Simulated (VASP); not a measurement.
# WCl (Fm-3m) in VASP: further runs

Runs on WCl. Level: PBE. Tasks: single point.

Program: VASP 6.6.1. These are calculated values, not measurements. Logs are shortened: lines on timing, memory, paths and dates and some standing lists are left out, and cuts for length are marked.

**1. The cell of the first run**

Symmetry: Fm-3m, No. 225, cubic system. The conventional cell has a = 5.042 Å, b = 5.042 Å, c = 5.042 Å, α = 90.00°, β = 90.00°, γ = 90.00°. Within 3.3 Å of W (site symmetry m-3m) lie 6 Cl at 2.52 Å. Within 3.3 Å of Cl (site symmetry m-3m) lie 6 W at 2.52 Å.

**2. Single point, PBE**

INCAR reads:

```
PREC = Accurate
ENCUT = 500
EDIFF = 1E-6
ISMEAR = 0
SIGMA = 0.2
LREAL = False
LASPH = True
NELM = 120
ALGO = Normal
ISIF = 2
LWAVE = False
LCHARG = True
GGA = PE
LELF = True
LVHAR = True
NBANDS = 18
GGA_COMPAT = False
```

KPOINTS reads:

```
Automatic mesh
0
Gamma
  6 6 6
```

POSCAR reads:

```
WCl
1.0
    0.0000000000      2.5207646908      2.5207646908
    2.5207646908      0.0000000000      2.5207646908
    2.5207646908      2.5207646908      0.0000000000
W Cl
1 1
Direct
    0.5000000000      0.5000000000      0.5000000000
    0.0000000000      0.0000000000      0.0000000000
```

Potentials or basis: VASP PAW PBE potentials, release 64 (W_sv, Cl).

Launch:

```console
cat potpaw_PBE.64/W_sv/POTCAR potpaw_PBE.64/Cl/POTCAR > POTCAR
mpirun -np 1 vasp_std > vasp.out
```

OUTCAR:

```text
PREC = Accurate
   ENCUT = 500
   EDIFF = 1E-6
   ISMEAR = 0
   LREAL = False
   LASPH = True
   NELM = 120
   ISIF = 2
   GGA = PE

 ion  position               nearest neighbor table
   1  0.500  0.500  0.500-   2 2.52   2 2.52   2 2.52   2 2.52   2 2.52   2 2.52
   2  0.000  0.000  0.000-   1 2.52   1 2.52   1 2.52   1 2.52   1 2.52   1 2.52

  LATTYP: Found a face centered cubic cell.
 ALAT       =     5.0415293816

  Lattice vectors:

 A1 = (   0.0000000000,   2.5207646908,   2.5207646908)
 A2 = (   2.5207646908,   0.0000000000,   2.5207646908)
 A3 = (   2.5207646908,   2.5207646908,   0.0000000000)

Analysis of symmetry for initial positions (statically):
=====================================================================
 Subroutine PRICEL returns:
 Original cell was already a primitive cell.

 Routine SETGRP: Setting up the symmetry group for a
 face centered cubic supercell.

 Subroutine GETGRP returns: Found 48 space group operations
 (whereof 48 operations were pure point group operations)
 out of a pool of 48 trial point group operations.

The static configuration has the point symmetry O_h .

Analysis of symmetry for dynamics (positions and initial velocities):
=====================================================================
 Subroutine PRICEL returns:
 Original cell was already a primitive cell.

 Routine SETGRP: Setting up the symmetry group for a
 face centered cubic supercell.

 Subroutine GETGRP returns: Found 48 space group operations
 (whereof 48 operations were pure point group operations)
 out of a pool of 48 trial point group operations.

The dynamic configuration has the point symmetry O_h .

 Subroutine INISYM returns: Found 48 space group operations
 (whereof 48 operations are pure point group operations),
 and found     1 'primitive' translations

----------------------------------------------------------------------------------------

                                     Primitive cell

  volume of cell :      32.0352

  direct lattice vectors                    reciprocal lattice vectors
     0.000000000  2.520764691  2.520764691    -0.198352509  0.198352509  0.198352509
     2.520764691  0.000000000  2.520764691     0.198352509 -0.198352509  0.198352509
     2.520764691  2.520764691  0.000000000     0.198352509  0.198352509 -0.198352509

  length of vectors
     3.564899613  3.564899613  3.564899613     0.343556623  0.343556623  0.343556623

  position of ions in fractional coordinates (direct lattice)
     0.500000000  0.500000000  0.500000000
     0.000000000  0.000000000  0.000000000

  ion indices of the primitive-cell ions
   primitive index   ion index
                 1           1
                 2           2

----------------------------------------------------------------------------------------

 KPOINTS: Automatic mesh

Automatic generation of k-mesh.
 Grid dimensions read from file:
 generate k-points for:    6    6    6

 Generating k-lattice:

  Cartesian coordinates                     Fractional coordinates (reciprocal lattice)
    -0.033058751  0.033058751  0.033058751     0.166666667  0.000000000  0.000000000
     0.033058751 -0.033058751  0.033058751     0.000000000  0.166666667  0.000000000
     0.033058751  0.033058751 -0.033058751     0.000000000  0.000000000  0.166666667

  Length of vectors
     0.057259437  0.057259437  0.057259437

  Shift w.r.t. Gamma in fractional coordinates (k-lattice)
     0.000000000  0.000000000  0.000000000

 Subroutine IBZKPT returns following result:
 ===========================================

 Found     16 irreducible k-points:

 Following reciprocal coordinates:
            Coordinates               Weight
  0.000000  0.000000  0.000000      1.000000
  0.166667  0.000000  0.000000      8.000000
  0.333333  0.000000  0.000000      8.000000
  0.500000  0.000000  0.000000      4.000000
  0.166667  0.166667  0.000000      6.000000
  0.333333  0.166667  0.000000     24.000000
[... 8 lines left out ...]
 -0.333333  0.333333  0.166667     24.000000
 -0.333333  0.500000  0.166667     12.000000
   k-points           NKPTS =     16   k-points in BZ     NKDIM =     16   number of bands    NBANDS=     18
   number of dos      NEDOS =    301   number of ions     NIONS =      2
   total plane-waves  NPLWV =  21952
   dimension x,y,z NGX =    28 NGY =   28 NGZ =   28
   dimension x,y,z NGXF=    56 NGYF=   56 NGZF=   56
   ions per type =               1   1
   NGX,Y,Z   is equivalent  to a cutoff of  13.06, 13.06, 13.06 a.u.
   NGXF,Y,Z  is equivalent  to a cutoff of  26.12, 26.12, 26.12 a.u.
 SYSTEM =  unknown system
   PREC   = accura    normal or accurate (medium, high low for compatibility)
   ISTART =      0    job   : 0-new  1-cont  2-samecut
   ICHARG =      2    charge: 1-file 2-atom 10-const
   ISPIN  =      1    spin polarized calculation?
   LNONCOLLINEAR =      F non collinear calculations
   LSORBIT =      F    spin-orbit coupling
   LASPH  =      T    aspherical Exc in radial PAW
   ENCUT  =  500.0 eV  36.75 Ry    6.06 a.u.   6.50  6.50  6.50*2*pi/ulx,y,z
   NELM   =    120;   NELMIN=  2; NELMDL= -5     # of ELM steps
   EDIFF  = 0.1E-05   stopping-criterion for ELM
   LREAL  =      F    real-space projection
   EDIFFG = 0.1E-04   stopping-criterion for IOM
   NSW    =      0    number of steps for IOM
   IBRION =     -1    ionic relax: 0-MD 1-quasi-New 2-CG
   NFREE  =      0    steps in history (QN), initial steepest desc. (CG)
   ISIF   =      2    stress and relaxation
   ISYM   =      2    0-nonsym 1-usesym 2-fastsym
   POTIM  = 0.5000    time-step for ionic-motion
   TEBEG  =    0.0;   TEEND  =   0.0 temperature during run
   PSTRESS=    0.0 pullay stress
   NELECT =      21.0000    total number of electrons
   NUPDOWN=      -1.0000    fix difference up-down
   EMIN   =  10.00;   EMAX   =-10.00  energy-range for DOS
   EFERMI =   0.00;   METHOD = LEGACY
   ISMEAR =     0;   SIGMA  =   0.20  broadening in eV -4-tet -1-fermi 0-gaus
   EFERMI_NEDOS =   21; number of points for ismear=-14 and -15
   IALGO  =     38    algorithm
   IMIX   =      4    mixing-type and parameters
     AMIX     =   0.40;   BMIX     =  1.00
     AMIX_MAG =   1.60;   BMIX_MAG =  1.00
  volume/ion in A,a.u.               =      16.02       108.09
  Fermi-wavevector in a.u.,A,eV,Ry     =   1.422129  2.687434 27.517110  2.022451
  Thomas-Fermi vector in A             =   2.542865
   LORBIT       =      0    0 simple, 1 ext, 2 COOP (PROOUT), +10 PAW based schemes
   GGA     = PE    functional components
   LHFCALC =     F    Hartree Fock is set to
   AEXX    =    0.0000 exact exchange contribution
   IVDW    =     0    specifies the selected vdW correction
   LEPSILON=     F    determine dielectric tensor
   LRPA    =     F    only Hartree local field effects (RPA)
 non-spin polarized calculation
 Gauss-broadening in eV      SIGMA  =   0.20
  energy-cutoff  :      500.00
  volume of cell :       32.04
 maximum number of plane-waves:       869
 NGX is ok and might be reduce to    28
   NGX = 13   NGY = 13   NGZ = 13

 number of electron      20.9999998 magnetization

 Free energy of the ion-electron system (eV)
  ---------------------------------------------------
  ext. energy  EPLUGINS =         0.00000000
  ---------------------------------------------------
  free energy    TOTEN  =       -10.52870591 eV

  energy without entropy =      -10.45513506  energy(sigma->0) =      -10.49192049

 E-fermi :  10.9434     XC(G=0): -12.2444

 val. band max:       10.9331950566   @ k =  -0.3333   0.1667   0.0000
 cond. band min:      10.9597598600   @ k =  -0.3333   0.3333   0.0000
 fundamental gap:      0.0265648034
 Fermi energy:        10.9434192413

 k-point     1 :       0.0000    0.0000    0.0000
  band No.  band energies     occupation
      1     -63.6891      2.00000
      2     -27.9342      2.00000
      3     -27.9342      2.00000
      4     -27.9342      2.00000
      5      -9.5553      2.00000
      6       4.3315      2.00000
[... 10 lines left out ...]
     17      23.1716      0.00000
     18      23.1716      0.00000

 k-point     2 :       0.1667    0.0000    0.0000
  band No.  band energies     occupation
      1     -63.6878      2.00000
      2     -27.9727      2.00000
      3     -27.9383      2.00000
      4     -27.9383      2.00000
      5      -9.2863      2.00000
      6       2.9086      2.00000
[... 10 lines left out ...]
     17      21.6598      0.00000
     18      21.6598      0.00000

 k-point     3 :       0.3333    0.0000    0.0000
  band No.  band energies     occupation
      1     -63.6854      2.00000
      2     -28.0486      2.00000
      3     -27.9465      2.00000
      4     -27.9464      2.00000
      5      -8.6880      2.00000
      6       0.9647      2.00000
[... 10 lines left out ...]
     17      18.4177      0.00000
     18      22.7756      0.00000

 k-point     4 :       0.5000    0.0000    0.0000
  band No.  band energies     occupation
      1     -63.6841      2.00000
      2     -28.0861      2.00000
      3     -27.9505      2.00000
      4     -27.9505      2.00000
      5      -8.3467      2.00000
      6       0.1420      2.00000
[... 10 lines left out ...]
     17      17.8628      0.00000
     18      21.5451      0.00000

 k-point     5 :       0.1667    0.1667    0.0000
  band No.  band energies     occupation
      1     -63.6874      2.00000
      2     -27.9696      2.00000
      3     -27.9471      2.00000
      4     -27.9471      2.00000
      5      -9.2329      2.00000
      6       2.3547      2.00000
[... 10 lines left out ...]
     17      20.8632      0.00000
     18      20.8632      0.00000

 k-point     6 :       0.3333    0.1667    0.0000
  band No.  band energies     occupation
      1     -63.6854      2.00000
      2     -28.0242      2.00000
      3     -27.9576      2.00000
      4     -27.9568      2.00000
      5      -8.8307      2.00000
      6       1.3539      2.00000
[... 10 lines left out ...]
     17      19.4393      0.00000
     18      21.8443      0.00000

 k-point     7 :       0.5000    0.1667    0.0000
  band No.  band energies     occupation
      1     -63.6837      2.00000
      2     -28.0681      2.00000
      3     -27.9711      2.00000
      4     -27.9594      2.00000
      5      -8.4498      2.00000
      6       0.6581      2.00000
[... 10 lines left out ...]
     17      18.5160      0.00000
     18      22.5874      0.00000

 k-point     8 :      -0.3333    0.1667    0.0000
  band No.  band energies     occupation
      1     -63.6841      2.00000
      2     -28.0571      2.00000
      3     -27.9767      2.00000
      4     -27.9506      2.00000
      5      -8.5091      2.00000
      6       0.7262      2.00000
[... 10 lines left out ...]
     17      17.8384      0.00000
     18      21.5061      0.00000

 k-point     9 :      -0.1667    0.1667    0.0000
  band No.  band energies     occupation
      1     -63.6861      2.00000
      2     -28.0086      2.00000
      3     -27.9614      2.00000
      4     -27.9400      2.00000
      5      -8.9425      2.00000
      6       1.6897      2.00000
[... 10 lines left out ...]
     17      20.5061      0.00000
     18      22.0959      0.00000

 k-point    10 :       0.3333    0.3333    0.0000
  band No.  band energies     occupation
      1     -63.6841      2.00000
      2     -28.0324      2.00000
      3     -27.9729      2.00000
      4     -27.9729      2.00000
      5      -8.8059      2.00000
      6       1.3861      2.00000
[... 10 lines left out ...]
     17      19.7680      0.00000
     18      21.4603      0.00000

 k-point    11 :       0.5000    0.3333    0.0000
  band No.  band energies     occupation
      1     -63.6829      2.00000
      2     -28.0492      2.00000
      3     -27.9945      2.00000
      4     -27.9770      2.00000
      5      -8.6453      2.00000
      6       1.6108      2.00000
[... 10 lines left out ...]
     17      20.2405      0.00000
     18      22.7240      0.00000

 k-point    12 :      -0.3333    0.3333    0.0000
  band No.  band energies     occupation
      1     -63.6830      2.00000
      2     -28.0339      2.00000
      3     -28.0243      2.00000
      4     -27.9659      2.00000
      5      -8.4918      2.00000
      6       1.2883      2.00000
[... 10 lines left out ...]
     17      19.8225      0.00000
     18      21.3897      0.00000

 k-point    13 :       0.5000    0.5000    0.0000
  band No.  band energies     occupation
      1     -63.6825      2.00000
      2     -28.0599      2.00000
      3     -27.9857      2.00000
      4     -27.9857      2.00000
      5      -8.7385      2.00000
      6       1.8184      2.00000
[... 10 lines left out ...]
     17      22.7709      0.00000
     18      22.7711      0.00000

 k-point    14 :       0.5000    0.3333    0.1667
  band No.  band energies     occupation
      1     -63.6837      2.00000
      2     -28.0416      2.00000
      3     -27.9900      2.00000
      4     -27.9640      2.00000
      5      -8.6052      2.00000
      6       1.1761      2.00000
[... 10 lines left out ...]
     17      20.0173      0.00000
     18      21.6497      0.00000

 k-point    15 :      -0.3333    0.3333    0.1667
  band No.  band energies     occupation
      1     -63.6830      2.00000
      2     -28.0462      2.00000
      3     -28.0049      2.00000
      4     -27.9729      2.00000
      5      -8.4917      2.00000
      6       1.2780      2.00000
[... 10 lines left out ...]
     17      18.7024      0.00000
     18      21.8171      0.00000

 k-point    16 :      -0.3333    0.5000    0.1667
  band No.  band energies     occupation
      1     -63.6825      2.00000
      2     -28.0414      2.00000
      3     -28.0043      2.00000
      4     -27.9892      2.00000
      5      -8.5909      2.00000
      6       2.0067      2.00000
[... 10 lines left out ...]
     17      20.1168      0.00000
     18      22.8887      0.00000

------------------------ aborting loop because EDIFF is reached ----------------------------------------

  FORCE on cell =-STRESS in cart. coord.  units (eV):
  Direction    XX          YY          ZZ          XY          YZ          ZX
  --------------------------------------------------------------------------------------
  -------------------------------------------------------------------------------------
  Total        0.1240190      0.1240190      0.1240190     -0.0000000     -0.0000000      0.0000000
  in kB        6.2025718      6.2025718      6.2025718     -0.0000000     -0.0000000      0.0000000
  external PRESSURE =       6.2025718 kB  Pullay stress =       0.0000000 kB

 VOLUME and BASIS-vectors are now :
 -----------------------------------------------------------------------------
  energy-cutoff  :      500.00
  volume of cell :       32.04
      direct lattice vectors                 reciprocal lattice vectors
     0.000000000  2.520764691  2.520764691    -0.198352509  0.198352509  0.198352509
     2.520764691  0.000000000  2.520764691     0.198352509 -0.198352509  0.198352509
     2.520764691  2.520764691  0.000000000     0.198352509  0.198352509 -0.198352509

 POSITION                                       TOTAL-FORCE (eV/Angst)
 -----------------------------------------------------------------------------------
      2.52076      2.52076      2.52076         0.000000      0.000000      0.000000
      0.00000      0.00000      0.00000        -0.000000     -0.000000     -0.000000
 -----------------------------------------------------------------------------------
    total drift:                                0.000000      0.000000      0.000000

  FREE ENERGIE OF THE ION-ELECTRON SYSTEM (eV)
  ---------------------------------------------------
  free  energy   TOTEN  =       -10.5287059081 eV

  energy  without entropy=      -10.4551350638  energy(sigma->0) =      -10.49192049
```

Wall time 7 s (1 thread of Intel Xeon Platinum 8559C (Emerald Rapids), shared host); peak memory 0.15 GiB.

What came out:

```
Free energy : -10.5287 eV
Pressure    : 0.6 GPa
```

Levels at points of the mesh, in eV from the Fermi level:
```tsv
k point	band 7	band 8	band 9	band 10	band 11	band 12	band 13	band 14	band 15	band 16
(0.00, 0.00, 0.00)	-6.61	-6.61	-2.58	-2.58	-2.58	-2.07	-2.07	-1.32	7.89	12.23
(0.50, 0.00, 0.00)	-8.61	-8.61	0.05	0.07	0.07	0.95	3.60	3.60	5.27	5.27
(0.50, 0.50, 0.00)	-7.49	-7.49	-4.60	-0.92	0.08	0.99	0.99	1.20	7.00	10.92
```

Caveat: spin-orbit coupling is left out, which moves the levels of the heavy elements; an odd number of electrons without spin polarisation forces a metal; a magnetic or distorted state may lie lower.

**3. Single point, PBE**

This run uses another cell than the first one, of 16.08 Å³/atom, 1.004 times its volume.

INCAR reads:

```
PREC = Accurate
ENCUT = 500
EDIFF = 1E-6
ISMEAR = 0
SIGMA = 0.2
LREAL = F
LASPH = T
NELM = 120
ALGO = Normal
ISIF = 2
LWAVE = F
LCHARG = T
GGA = PE
LELF = T
LVHAR = T
NBANDS = 18
GGA_COMPAT = F
```

KPOINTS reads:

```
regular mesh
0
Gamma
  6 6 6
```

POSCAR reads:

```
WCl
1.0
    0.0000000000      2.5240654705      2.5240654705
    2.5240654705      0.0000000000      2.5240654705
    2.5240654705      2.5240654705      0.0000000000
W Cl
1 1
Direct
    0.0000000000      0.0000000000      0.0000000000
    0.5000000000      0.5000000000      0.5000000000
```

Potentials or basis: VASP PAW PBE potentials, release 64 (W_sv, Cl).

Launch:

```console
cat potpaw_PBE.64/W_sv/POTCAR potpaw_PBE.64/Cl/POTCAR > POTCAR
mpirun -np 1 vasp_std > vasp.out
```

It took 7.5 s on 1 thread of Intel Xeon Platinum 8559C (Emerald Rapids), shared host; peak memory 0.15 GiB.

The run converged. Its results:

- Free energy: -10.5292 eV
- Pressure: 0.2 GPa

Levels at points of the mesh, in eV from the Fermi level:
| k point | band 9 | band 10 | band 11 | band 12 | band 13 | band 14 |
| --- | --- | --- | --- | --- | --- | --- |
| (0.00, 0.00, 0.00) | -2.56 | -2.56 | -2.56 | -2.06 | -2.06 | -1.34 |
| (0.50, 0.00, 0.00) | 0.05 | 0.07 | 0.07 | 0.96 | 3.58 | 3.58 |
| (0.50, 0.50, 0.00) | -4.57 | -0.91 | 0.07 | 0.99 | 0.99 | 1.19 |

Caveat: spin-orbit coupling is left out, which moves the levels of the heavy elements; an odd number of electrons without spin polarisation forces a metal; a magnetic or distorted state may lie lower.
